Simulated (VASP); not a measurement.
# Te (P6_3/mmc) in VASP: further runs

Runs on Te. Level: PBEsol. Tasks: single point.

Everything below comes from runs of VASP 6.6.1. Logs are shortened: lines on timing, memory, paths and dates and some standing lists are left out, and cuts for length are marked.

## (1) The cell of the first run

It takes space group P6_3/mmc (No. 194, hexagonal). The conventional cell has a = 2.992 Å, b = 2.992 Å, c = 4.566 Å, α = 90.00°, β = 90.00°, γ = 120.00°. Within 3.8 Å of Te (site symmetry -6m2) lie 12 Te at 2.86 to 2.99 Å.

## (2) Single point, PBEsol (volume scaled by 0.6)

INCAR

```
ALGO = Normal
EDIFF = 1E-7
ENCUT = 520
GGA = PS
ISIF = 2
ISMEAR = -1
LASPH = True
LCHARG = False
LREAL = False
LWAVE = False
NBANDS = 13
NELM = 60
PREC = Accurate
SIGMA = 0.08
```

KPOINTS

```
k-points
0
Gamma
  14 14 8
```

POSCAR

```
Te
1.0
    2.9915765196      0.0000000000      0.0000000000
   -1.4957882598      2.5907812633      0.0000000000
    0.0000000000      0.0000000000      4.5660907696
Te
2
Direct
    0.3333333333      0.6666666667      0.2500000000
    0.6666666667      0.3333333333      0.7500000000
```

Potentials or basis: VASP PAW PBE potentials, release 64 (Te).

Run with:

```sh
cat potpaw_PBE.64/Te/POTCAR > POTCAR
mpirun -np 1 vasp_std > vasp.out
```

OUTCAR:

```text
EDIFF = 1E-7
   ENCUT = 520
   GGA = PS
   ISIF = 2
   ISMEAR = -1
   LASPH = True
   LREAL = False
   NELM = 60
   PREC = Accurate

 ion  position               nearest neighbor table
   1  0.333  0.667  0.250-   2 2.86   2 2.86   2 2.86   2 2.86   2 2.86   2 2.86
   2  0.667  0.333  0.750-   1 2.86   1 2.86   1 2.86   1 2.86   1 2.86   1 2.86

  LATTYP: Found a hexagonal cell.
 ALAT       =     2.9915765196
 C/A-ratio  =     1.5263158872

  Lattice vectors:

 A1 = (   2.9915765196,   0.0000000000,   0.0000000000)
 A2 = (  -1.4957882598,   2.5907812633,   0.0000000000)
 A3 = (   0.0000000000,   0.0000000000,   4.5660907696)

Analysis of symmetry for initial positions (statically):
=====================================================================
 Subroutine PRICEL returns:
 Original cell was already a primitive cell.

 Routine SETGRP: Setting up the symmetry group for a
 hexagonal supercell.

 Subroutine GETGRP returns: Found 24 space group operations
 (whereof 12 operations were pure point group operations)
 out of a pool of 24 trial point group operations.

The static configuration has the point symmetry D_3d.
 The point group associated with its full space group is D_6h.

Analysis of symmetry for dynamics (positions and initial velocities):
=====================================================================
 Subroutine PRICEL returns:
 Original cell was already a primitive cell.

 Routine SETGRP: Setting up the symmetry group for a
 hexagonal supercell.

 Subroutine GETGRP returns: Found 24 space group operations
 (whereof 12 operations were pure point group operations)
 out of a pool of 24 trial point group operations.

The dynamic configuration has the point symmetry D_3d.
 The point group associated with its full space group is D_6h.

 Subroutine INISYM returns: Found 24 space group operations
 (whereof 12 operations are pure point group operations),
 and found     1 'primitive' translations

----------------------------------------------------------------------------------------

                                     Primitive cell

  volume of cell :      35.3896

  direct lattice vectors                    reciprocal lattice vectors
     2.991576520  0.000000000  0.000000000     0.334271911  0.192991978  0.000000000
    -1.495788260  2.590781263  0.000000000     0.000000000  0.385983956  0.000000000
     0.000000000  0.000000000  4.566090770     0.000000000  0.000000000  0.219005721

  length of vectors
     2.991576520  2.991576520  4.566090770     0.385983956  0.385983956  0.219005721

  position of ions in fractional coordinates (direct lattice)
     0.333333333  0.666666667  0.250000000
     0.666666667  0.333333333  0.750000000

  ion indices of the primitive-cell ions
   primitive index   ion index
                 1           1
                 2           2

----------------------------------------------------------------------------------------

 KPOINTS: k-points

Automatic generation of k-mesh.
 Grid dimensions read from file:
 generate k-points for:   14   14    8

 Generating k-lattice:

  Cartesian coordinates                     Fractional coordinates (reciprocal lattice)
     0.023876565  0.013785141  0.000000000     0.071428571  0.000000000  0.000000000
     0.000000000  0.027570283  0.000000000     0.000000000  0.071428571  0.000000000
     0.000000000  0.000000000  0.027375715     0.000000000  0.000000000  0.125000000

  Length of vectors
     0.027570283  0.027570283  0.027375715

  Shift w.r.t. Gamma in fractional coordinates (k-lattice)
     0.000000000  0.000000000  0.000000000

 Subroutine IBZKPT returns following result:
 ===========================================

 Found    120 irreducible k-points:

 Following reciprocal coordinates:
            Coordinates               Weight
  0.000000  0.000000  0.000000      1.000000
  0.071429  0.000000  0.000000      6.000000
  0.142857 -0.000000  0.000000      6.000000
  0.214286  0.000000  0.000000      6.000000
  0.285714  0.000000  0.000000      6.000000
  0.357143  0.000000  0.000000      6.000000
[... 16 lines left out ...]
  0.285714  0.285714  0.000000      6.000000
  0.357143  0.285714  0.000000      6.000000
 [... further k-points ...]
   k-points           NKPTS =    120   k-points in BZ     NKDIM =    120   number of bands    NBANDS=     13
   number of dos      NEDOS =    301   number of ions     NIONS =      2
   total plane-waves  NPLWV =  20736
   dimension x,y,z NGX =    24 NGY =   24 NGZ =   36
   dimension x,y,z NGXF=    48 NGYF=   48 NGZF=   72
   ions per type =               2
   NGX,Y,Z   is equivalent  to a cutoff of  13.34, 13.34, 13.11 a.u.
   NGXF,Y,Z  is equivalent  to a cutoff of  26.67, 26.67, 26.21 a.u.
 SYSTEM =  unknown system
   PREC   = accura    normal or accurate (medium, high low for compatibility)
   ISTART =      0    job   : 0-new  1-cont  2-samecut
   ICHARG =      2    charge: 1-file 2-atom 10-const
   ISPIN  =      1    spin polarized calculation?
   LNONCOLLINEAR =      F non collinear calculations
   LSORBIT =      F    spin-orbit coupling
   LASPH  =      T    aspherical Exc in radial PAW
   ENCUT  =  520.0 eV  38.22 Ry    6.18 a.u.   5.56  5.56  8.49*2*pi/ulx,y,z
   NELM   =     60;   NELMIN=  2; NELMDL= -5     # of ELM steps
   EDIFF  = 0.1E-06   stopping-criterion for ELM
   LREAL  =      F    real-space projection
   EDIFFG = 0.1E-05   stopping-criterion for IOM
   NSW    =      0    number of steps for IOM
   IBRION =     -1    ionic relax: 0-MD 1-quasi-New 2-CG
   NFREE  =      0    steps in history (QN), initial steepest desc. (CG)
   ISIF   =      2    stress and relaxation
   ISYM   =      2    0-nonsym 1-usesym 2-fastsym
   POTIM  = 0.5000    time-step for ionic-motion
   TEBEG  =    0.0;   TEEND  =   0.0 temperature during run
   PSTRESS=    0.0 pullay stress
   NELECT =      12.0000    total number of electrons
   NUPDOWN=      -1.0000    fix difference up-down
   EMIN   =  10.00;   EMAX   =-10.00  energy-range for DOS
   EFERMI =   0.00;   METHOD = LEGACY
   ISMEAR =    -1;   SIGMA  =   0.08  broadening in eV -4-tet -1-fermi 0-gaus
   EFERMI_NEDOS =   21; number of points for ismear=-14 and -15
   IALGO  =     38    algorithm
   IMIX   =      4    mixing-type and parameters
     AMIX     =   0.40;   BMIX     =  1.00
     AMIX_MAG =   1.60;   BMIX_MAG =  1.00
  volume/ion in A,a.u.               =      17.69       119.41
  Fermi-wavevector in a.u.,A,eV,Ry     =   1.141590  2.157292 17.731486  1.303227
  Thomas-Fermi vector in A             =   2.278290
   LORBIT       =      0    0 simple, 1 ext, 2 COOP (PROOUT), +10 PAW based schemes
   GGA     = PS    functional components
   LHFCALC =     F    Hartree Fock is set to
   AEXX    =    0.0000 exact exchange contribution
   IVDW    =     0    specifies the selected vdW correction
   LEPSILON=     F    determine dielectric tensor
   LRPA    =     F    only Hartree local field effects (RPA)
 non-spin polarized calculation
  energy-cutoff  :      520.00
  volume of cell :       35.39
 maximum number of plane-waves:      1000
 NGX is ok and might be reduce to    24
   NGX = 11   NGY = 11   NGZ = 17

 number of electron      12.0000000 magnetization

 Free energy of the ion-electron system (eV)
  ---------------------------------------------------
  ext. energy  EPLUGINS =         0.00000000
  ---------------------------------------------------
  free energy    TOTEN  =        -3.70007969 eV

  energy without entropy =       -3.68564347  energy(sigma->0) =       -3.69286158

 E-fermi :  15.9196     XC(G=0): -12.3858

 val. band max:       15.8578471243   @ k =   0.2857   0.0000   0.3750
 cond. band min:      15.9200974431   @ k =   0.3571   0.0714   0.1250
 fundamental gap:      0.0622503189
 Fermi energy:        15.9195895618

 k-point     1 :       0.0000    0.0000    0.0000
  band No.  band energies     occupation
      1      -3.0762      2.00000
      2       3.8428      2.00000
      3       5.6716      2.00000
      4      18.1101      0.00000
      5      18.1101      0.00000
      6      20.8637      0.00000
      7      20.8637      0.00000
      8      22.9043      0.00000
      9      23.6991      0.00000
     10      23.7859      0.00000
     11      26.3690      0.00000
     12      26.3690      0.00000
     13      27.5813      0.00000

 k-point     2 :       0.0714    0.0000    0.0000
  band No.  band energies     occupation
      1      -2.9566      2.00000
      2       3.9487      2.00000
      3       5.7969      2.00000
      4      16.8116      0.00003
      5      17.5680      0.00000
      6      20.3064      0.00000
      7      21.2536      0.00000
      8      23.1564      0.00000
      9      23.4962      0.00000
     10      23.9759      0.00000
     11      26.0201      0.00000
     12      26.3672      0.00000
     13      26.6694      0.00000

 k-point     3 :       0.1429   -0.0000    0.0000
  band No.  band energies     occupation
      1      -2.5981      2.00000
      2       4.2630      2.00000
      3       6.1702      2.00000
      4      14.4354      2.00000
      5      16.5538      0.00072
      6      19.0872      0.00000
      7      21.5485      0.00000
      8      21.6396      0.00000
      9      22.1042      0.00000
     10      25.1565      0.00000
     11      25.7747      0.00000
     12      26.0902      0.00000
     13      26.5658      0.00000
[... 305 lines left out ...]
 k-point    23 :       0.2857    0.2857    0.0000
  band No.  band energies     occupation
      1       2.4111      2.00000
      2       4.9273      2.00000
      3       7.8406      2.00000
      4      10.2882      2.00000
      5      11.0752      2.00000
      6      13.0286      2.00000
      7      13.7347      2.00000
      8      13.9106      2.00000
      9      18.0486      0.00000
     10      26.5705      0.00000
     11      26.9882      0.00000
     12      31.5775      0.00000
     13      31.9766      0.00000

 k-point    24 :       0.3571    0.2857    0.0000
  band No.  band energies     occupation
      1       3.3401      2.00000
      2       4.1619      2.00000
      3       7.4153      2.00000
      4      11.4429      2.00000
      5      11.8547      2.00000
      6      11.9035      2.00000
      7      12.9247      2.00000
      8      13.5078      2.00000
      9      17.7309      0.00000
     10      26.6854      0.00000
     11      29.3584      0.00000
     12      29.4314      0.00000
     13      32.3878      0.00000

 [... further k-points ...]

------------------------ aborting loop because EDIFF is reached ----------------------------------------

  FORCE on cell =-STRESS in cart. coord.  units (eV):
  Direction    XX          YY          ZZ          XY          YZ          ZX
  --------------------------------------------------------------------------------------
  -------------------------------------------------------------------------------------
  Total       16.0783507     16.0783507     16.0609222      0.0000000      0.0000000      0.0000000
  in kB      727.9083049    727.9083049    727.1192740      0.0000000      0.0000000      0.0000000
  external PRESSURE =     727.6452946 kB  Pullay stress =       0.0000000 kB

 VOLUME and BASIS-vectors are now :
 -----------------------------------------------------------------------------
  energy-cutoff  :      520.00
  volume of cell :       35.39
      direct lattice vectors                 reciprocal lattice vectors
     2.991576520  0.000000000  0.000000000     0.334271911  0.192991978  0.000000000
    -1.495788260  2.590781263  0.000000000     0.000000000  0.385983956  0.000000000
     0.000000000  0.000000000  4.566090770     0.000000000  0.000000000  0.219005721

 POSITION                                       TOTAL-FORCE (eV/Angst)
 -----------------------------------------------------------------------------------
     -0.00000      1.72719      1.14152        -0.000000      0.000000      0.000000
      1.49579      0.86359      3.42457         0.000000     -0.000000      0.000000
 -----------------------------------------------------------------------------------
    total drift:                               -0.000000      0.000000      0.000000

  FREE ENERGIE OF THE ION-ELECTRON SYSTEM (eV)
  ---------------------------------------------------
  free  energy   TOTEN  =        -3.7000796947 eV

  energy  without entropy=       -3.6856434727  energy(sigma->0) =       -3.69286158
```

It took 14 s on 1 thread of Intel Xeon 6975P-C (Granite Rapids), shared host; peak memory 0.18 GiB.

Results:

| Item | Value |
| --- | --- |
| Free energy | -3.7001 eV |
| Pressure | 72.8 GPa |
| Band gap on the k mesh | zero (band 6 reaches 20.86 eV, above the bottom of band 7 at 12.92 eV) |

Caveat: the cell differs from its parent crystal (volume scaled by 0.6); the PAW data sets were made with another functional, which shifts forces and pressure a little; spin-orbit coupling is left out, which moves the levels of the heavy elements.

## (3) Single point, PBEsol (volume scaled by 0.6)

INCAR

```
SYSTEM = Te
ALGO = Normal
EDIFF = 1E-6
ENCUT = 520
GGA = PS
ISIF = 2
ISMEAR = -1
LASPH = .TRUE.
LCHARG = .FALSE.
LREAL = .FALSE.
LWAVE = .FALSE.
NBANDS = 13
NELM = 80
PREC = Accurate
SIGMA = 0.08
```

KPOINTS

```
k-points
0
G
  14 14 8
  0 0 0
```

POSCAR is that of step 2.

Potentials or basis: VASP PAW PBE potentials, release 64 (Te).

Run with:

```sh
cat potpaw_PBE.64/Te/POTCAR > POTCAR
mpirun -np 1 vasp_std > vasp.out
```

It took 13 s on 1 thread of Intel Xeon 6975P-C (Granite Rapids), shared host; peak memory 0.18 GiB.

Results (log left out):

```yaml
Free_energy: -3.7001 eV
Pressure: 72.8 GPa
Band_gap_on_the_k_mesh: zero (band 6 reaches 20.86 eV, above the bottom of band 7 at 12.92 eV)
```

Stress tensor (GPa, compression positive):
```
72.79  0.00  0.00
 0.00 72.79  0.00
 0.00  0.00 72.71
```

Levels at points of the mesh, in eV from the Fermi level:
| k point | band 4 | band 5 | band 6 | band 7 | band 8 | band 9 |
| --- | --- | --- | --- | --- | --- | --- |
| (0.00, 0.00, 0.00) | 2.19 | 2.19 | 4.94 | 4.94 | 6.98 | 7.78 |
| (0.50, 0.00, 0.00) | -5.53 | -5.42 | -2.64 | -2.36 | 2.49 | 3.54 |
| (0.00, 0.00, 0.50) | -1.59 | 3.64 | 3.64 | 3.64 | 3.64 | 7.78 |
| (0.50, 0.00, 0.50) | -9.70 | -0.30 | -0.30 | 1.38 | 1.38 | 4.65 |

Caveat: the cell differs from its parent crystal (volume scaled by 0.6); the PAW data sets were made with another functional, which shifts forces and pressure a little; spin-orbit coupling is left out, which moves the levels of the heavy elements.

## (4) Single point, PBEsol

This run uses another cell than the first one, of 20.05 Å³/atom, 1.133 times its volume.

INCAR

```
PREC = Accurate
ENCUT = 520
EDIFF = 1E-6
ISMEAR = -1
SIGMA = 0.08
LREAL = F
LASPH = T
NELM = 100
ALGO = Normal
ISIF = 2
LWAVE = F
LCHARG = F
GGA = PS
NBANDS = 13
```

KPOINTS

```
regular mesh
0
Gamma
  14 14 8
```

POSCAR

```
Te
1.0
    3.1376740743      0.0000000000      0.0000000000
   -1.5688370371      2.7173054571      0.0000000000
    0.0000000000      0.0000000000      4.7042108158
Te
2
Direct
    0.3333333333      0.6666666667      0.2500000000
    0.6666666667      0.3333333333      0.7500000000
```

Potentials or basis: VASP PAW PBE potentials, release 64 (Te).

Run with:

```sh
cat potpaw_PBE.64/Te/POTCAR > POTCAR
mpirun -np 1 vasp_std > vasp.out
```

OUTCAR:

```text
PREC = Accurate
   ENCUT = 520
   EDIFF = 1E-6
   ISMEAR = -1
   LREAL = F
   LASPH = T
   NELM = 100
   ISIF = 2
   GGA = PS

 ion  position               nearest neighbor table
   1  0.333  0.667  0.250-   2 2.97   2 2.97   2 2.97   2 2.97   2 2.97   2 2.97
   2  0.667  0.333  0.750-   1 2.97   1 2.97   1 2.97   1 2.97   1 2.97   1 2.97

  LATTYP: Found a hexagonal cell.
 ALAT       =     3.1376740743
 C/A-ratio  =     1.4992668787

  Lattice vectors:

 A1 = (   3.1376740743,   0.0000000000,   0.0000000000)
[... 562 lines left out ...]
      7      10.8457      2.00000
      8      11.4517      2.00000
      9      15.8620      0.00000
     10      23.4614      0.00000
     11      25.9475      0.00000
     12      25.9854      0.00000
     13      28.8547      0.00000

 [... further k-points ...]
[... 5 lines left out ...]
  --------------------------------------------------------------------------------------
  -------------------------------------------------------------------------------------
  Total        9.5833942      9.5833942      9.6161415      0.0000000      0.0000000      0.0000000
  in kB      382.8219842    382.8219841    384.1301177      0.0000000      0.0000000      0.0000000
  external PRESSURE =     383.2580287 kB  Pullay stress =       0.0000000 kB

 VOLUME and BASIS-vectors are now :
 -----------------------------------------------------------------------------
  energy-cutoff  :      520.00
  volume of cell :       40.11
      direct lattice vectors                 reciprocal lattice vectors
     3.137674074  0.000000000  0.000000000     0.318707417  0.184005813  0.000000000
    -1.568837037  2.717305457  0.000000000     0.000000000  0.368011626  0.000000000
     0.000000000  0.000000000  4.704210816     0.000000000  0.000000000  0.212575507

 POSITION                                       TOTAL-FORCE (eV/Angst)
 -----------------------------------------------------------------------------------
     -0.00000      1.81154      1.17605        -0.000000      0.000000      0.000000
      1.56884      0.90577      3.52816         0.000000     -0.000000      0.000000
 -----------------------------------------------------------------------------------
    total drift:                               -0.000000      0.000000     -0.000000

  FREE ENERGIE OF THE ION-ELECTRON SYSTEM (eV)
  ---------------------------------------------------
  free  energy   TOTEN  =        -5.2862305738 eV

  energy  without entropy=       -5.2684912125  energy(sigma->0) =       -5.27736089
```

It took 11 s on 1 thread of Intel Xeon 6975P-C (Granite Rapids), shared host; peak memory 0.19 GiB.

Results:

```yaml
Free_energy: -5.2862 eV
Pressure: 38.3 GPa
Band_gap_on_the_k_mesh: zero (band 6 reaches 17.53 eV, above the bottom of band 7 at 10.85 eV)
```

Stress tensor (GPa, compression positive):
```
38.28  0.00  0.00
 0.00 38.28  0.00
 0.00  0.00 38.41
```

Caveat: the PAW data sets were made with another functional, which shifts forces and pressure a little; spin-orbit coupling is left out, which moves the levels of the heavy elements.
